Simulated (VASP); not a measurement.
# Be18H4C in VASP: notebook, part 2 of 2

VASP 6.6.1.

### Step 4. Single point, PBEsol

Input file INCAR:

```
SYSTEM = Be18H4C
PREC = Accurate
ENCUT = 520
EDIFF = 1E-6
ISMEAR = -1
SIGMA = 0.15
LREAL = Auto
LASPH = .TRUE.
NELM = 100
ALGO = Normal
ISIF = 2
LWAVE = .FALSE.
LCHARG = .TRUE.
GGA = PS
LELF = .TRUE.
LVHAR = .TRUE.
NBANDS = 39
```

Input file KPOINTS:

```
regular mesh
0
G
  5 4 1
  0 0 0
```

Input file POSCAR:

```
Be18H4C
1.0
    4.5800000000      0.0000000000      0.0000000000
    3.4350000000      5.9495950000      0.0000000000
    0.0000000000      0.0000000000     16.5884300000
Be C H
18 1 4
Direct
    0.0000000000      0.0000000000      0.0602829804
    0.5000000000      0.0000000000      0.0602829804
    0.0000000420      0.3333332773      0.0602829804
    0.5000000420      0.3333332773      0.0602829804
   -0.0000000420      0.6666667227      0.0602829804
    0.4999999580      0.6666667227      0.0602829804
   -0.1671151019      0.2224643862      0.1703053876
    0.3328712192      0.2224625374      0.1703062918
   -0.1671406854      0.5558201861      0.1703472842
    0.3328559514      0.5558275815      0.1703491530
   -0.1671402182      0.8891590100      0.1703408942
    0.3328568083      0.8891603546      0.1703278128
   -0.0000031691      0.0000510959      0.2803575142
    0.4999530928      0.0000561383      0.2803687269
    0.0000535091      0.3332596589      0.2803641454
    0.5000940759      0.3332492380      0.2803516668
   -0.0000110707      0.6667015150      0.2804642754
    0.4999837518      0.6667095828      0.2804179781
    0.8172209664      0.6606026124      0.5102360501
    0.5715313258      0.6854743894      0.4907801401
    1.0183438499      0.4978638042      0.4878415860
    0.8524718130      0.7958911489      0.4855607191
    0.8263806464      0.6631800988      0.5763467670
```

Launch:

```sh
cat potpaw_PBE.64/Be/POTCAR potpaw_PBE.64/C/POTCAR potpaw_PBE.64/H/POTCAR > POTCAR
mpirun -np 1 vasp_std > vasp.out
```

Run time: 5.9 min. Hardware: 1 thread of Oxide Virtual Turin-like, shared host; peak memory 0.54 GiB.

Results (log left out):

* Free energy: -89.4404 eV
* Largest force: 0.031 eV/Å
* Band gap on the k mesh: zero (bands 22 and 23 overlap by 0.85 eV)

Forces in eV/Å, atoms in the order of the input:
```
Be   0.000  0.001 -0.013
Be   0.000  0.000 -0.013
Be  -0.001 -0.001 -0.013
Be   0.001 -0.001 -0.013
Be   0.000  0.000 -0.010
Be   0.000  0.000 -0.012
Be  -0.001  0.000  0.002
Be   0.001  0.000 -0.001
Be   0.000 -0.001  0.004
Be   0.000 -0.001 -0.003
Be   0.001  0.001 -0.001
Be  -0.001  0.001 -0.001
Be   0.000 -0.001  0.012
Be   0.000  0.003  0.013
Be   0.000 -0.001  0.012
Be   0.000  0.001  0.012
Be   0.005 -0.001  0.015
Be  -0.005 -0.001  0.011
C    0.000  0.003 -0.008
H   -0.019  0.000 -0.005
H    0.009 -0.022 -0.012
H    0.010  0.015 -0.008
H    0.002  0.003  0.031
```

Levels at points of the mesh, in eV from the Fermi level:
```tsv
k point	band 20	band 21	band 22	band 23	band 24	band 25
(0.00, 0.00, 0.00)	-0.87	-0.87	-0.04	-0.04	2.10	2.10
(0.00, 0.50, 0.00)	-1.74	-0.82	-0.80	-0.04	-0.04	2.86
```

Caveat: there is no dipole correction, which matters where the two faces differ; the PAW data sets were made with another functional, which shifts forces and pressure a little.

### Step 5. Single point, PBEsol

Input file INCAR:

```
  PREC = Accurate
  ENCUT = 520
  EDIFF = 1E-7
  ISMEAR = -1
  SIGMA = 0.15
  LREAL = Auto
  LASPH = True
  NELM = 60
  ALGO = Normal
  ISIF = 2
  LWAVE = False
  LCHARG = False
  GGA = PS
  NBANDS = 39
```

Input file KPOINTS:

```
Automatic mesh
0
Gamma
  5 4 1
```

Input file POSCAR:

```
Be18H4C
1.0
    4.5800000000      0.0000000000      0.0000000000
    3.4350000000      5.9495950000      0.0000000000
    0.0000000000      0.0000000000     16.5884300000
Be C H
18 1 4
Direct
    0.0000000000      0.0000000000      0.0602829804
    0.5000000000      0.0000000000      0.0602829804
    0.0000000420      0.3333332773      0.0602829804
    0.5000000420      0.3333332773      0.0602829804
   -0.0000000420      0.6666667227      0.0602829804
    0.4999999580      0.6666667227      0.0602829804
   -0.1671015153      0.2224660670      0.1703044230
    0.3328574143      0.2224608566      0.1703072563
   -0.1671374483      0.5558129587      0.1703454154
    0.3328525882      0.5558349770      0.1703509615
   -0.1671371524      0.8891578334      0.1703539756
    0.3328537425      0.8891615312      0.1703146711
    0.0000403507      0.0000460536      0.2803462413
    0.4999096991      0.0000610126      0.2803799998
    0.0000130347      0.3332702478      0.2803766842
    0.5001347687      0.3332386490      0.2803391279
   -0.0000060193      0.6666936153      0.2805106330
    0.4999783560      0.6667176505      0.2803716205
    0.9172209664      0.6606026124      0.5102360501
    0.6715313258      0.6854743894      0.4907801401
    1.1183438499      0.4978638042      0.4878415860
    0.9524718130      0.7958911489      0.4855607191
    0.9263806464      0.6631800988      0.5763467670
```

Launch:

```sh
cat potpaw_PBE.64/Be/POTCAR potpaw_PBE.64/C/POTCAR potpaw_PBE.64/H/POTCAR > POTCAR
mpirun -np 1 vasp_std > vasp.out
```

Wall time 6.3 min (1 thread of Oxide Virtual Turin-like, shared host); peak memory 0.52 GiB.

It converged, with:

```
Free energy            : -89.4402 eV
Largest force          : 0.031 eV/Å
Band gap on the k mesh : zero (bands 22 and 23 overlap by 0.85 eV)
```

Forces in eV/Å, atoms in the order of the input:
```
Be   0.000  0.001 -0.014
Be   0.000  0.000 -0.012
Be  -0.001 -0.001 -0.013
Be   0.001  0.000 -0.013
Be   0.000  0.000 -0.009
Be   0.000  0.000 -0.013
Be  -0.001  0.000  0.002
Be   0.000  0.000  0.000
Be   0.000  0.000  0.003
Be   0.000 -0.001 -0.001
Be   0.000  0.001  0.000
Be  -0.001  0.001 -0.001
Be   0.000  0.000  0.012
Be   0.000  0.001  0.013
Be   0.000 -0.001  0.012
Be   0.000  0.001  0.012
Be   0.003 -0.001  0.015
Be  -0.003 -0.001  0.010
C   -0.001  0.005 -0.008
H   -0.019  0.000 -0.004
H    0.009 -0.023 -0.012
H    0.010  0.015 -0.007
H    0.002  0.003  0.031
```

Levels at points of the mesh, in eV from the Fermi level:
| k point | band 20 | band 21 | band 22 | band 23 | band 24 | band 25 |
| --- | --- | --- | --- | --- | --- | --- |
| (0.00, 0.00, 0.00) | -0.87 | -0.87 | -0.04 | -0.04 | 2.10 | 2.10 |
| (0.00, 0.50, 0.00) | -1.74 | -0.82 | -0.80 | -0.04 | -0.04 | 2.86 |

Caveat: there is no dipole correction, which matters where the two faces differ; the PAW data sets were made with another functional, which shifts forces and pressure a little.

### Step 6. Summary

| cell | gap on the mesh (eV) | largest force (eV/Å) |
| --- | --- | --- |
| as given, atomic positions A | none | 0.03 |
| as given, atomic positions B | none | 0.03 |
| as given, atomic positions C | none | 0.03 |
| as given, atomic positions D | none | 0.03 |

Alike in all rows: task single point; level PBEsol; potentials or basis VASP PAW PBE potentials, release 64 (Be, C, H); no spin polarisation; k mesh 5 × 4 × 1; cutoff (eV) 520; smearing fermi-dirac 0.15 eV.

Caveats: there is no dipole correction, which matters where the two faces differ; the PAW data sets were made with another functional, which shifts forces and pressure a little.

Absolute energies hang on the potentials; compare differences alone.
